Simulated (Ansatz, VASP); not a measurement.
Ca: VASP beside Ansatz

Contents of INCAR:

```
PREC = Accurate
ENCUT = 520
EDIFF = 1E-7
ISMEAR = 0
SIGMA = 0.1
LREAL = F
LASPH = T
NELM = 60
ALGO = Normal
ISIF = 2
LWAVE = F
LCHARG = T
LELF = T
LVHAR = T
NBANDS = 11
```

File KPOINTS:

```
regular mesh
0
Gamma
  14 14 14
```

The input POSCAR:

```
Ca
1.0
    0.0000000000      2.7465791493      2.7465791493
    2.7465791493      0.0000000000      2.7465791493
    2.7465791493      2.7465791493      0.0000000000
Ca
1
Direct
    0.0000000000      0.0000000000      0.0000000000
```

Input for Ansatz:

```yaml
crystal:
  lattice:
    - [0.0, 2.7465791493, 2.7465791493]
    - [2.7465791493, 0.0, 2.7465791493]
    - [2.7465791493, 2.7465791493, 0.0]
  atoms:
    - { symbol: Ca, position: [0.0, 0.0, 0.0] }
basis:
  ecutwfc: 420
kpoints:
  mp_grid: { grid: [14, 14, 14] }
hamiltonian:
  xc: lda
  pseudopotentials: { kind: paw, azcp: { folder: soft_1 } }
scf:
  occupations: { method: gaussian, width: 0.1 }
output:
  forces: true
  stress: true
  eigenvalues: true
  write_density: true
  write_potential: true
  elf: true
  volumetric_format: npy
```

Alike in both runs: task single point; functional LDA; k mesh 14 × 14 × 14; occupations gaussian, width 0.1 eV; no spin polarisation.

```csv
,VASP,Ansatz
version,VASP 6.6.1,Ansatz 0.2.0
potentials or method,"VASP PAW LDA potentials, release 64 (Ca_sv), cutoff 520 eV","scalar-relativistic, plane waves, PAW"
valence electrons in the cell,10,10
```

Ansatz gave:

```
gap on the k mesh at the Fermi level (eV) : none
pressure (GPa)                            : -1.5
```

Task: Which values does VASP return?

Result: gap on the k mesh at the Fermi level (eV): none; pressure (GPa): -1.4.

Ansatz warns that its potentials were made for another functional, while VASP's fit it. LDA's correlation is that of Perdew and Zunger in VASP and of Perdew and Wang (1992) in Ansatz. A gap of «none» marks a metal or a gap that the smearing closes.
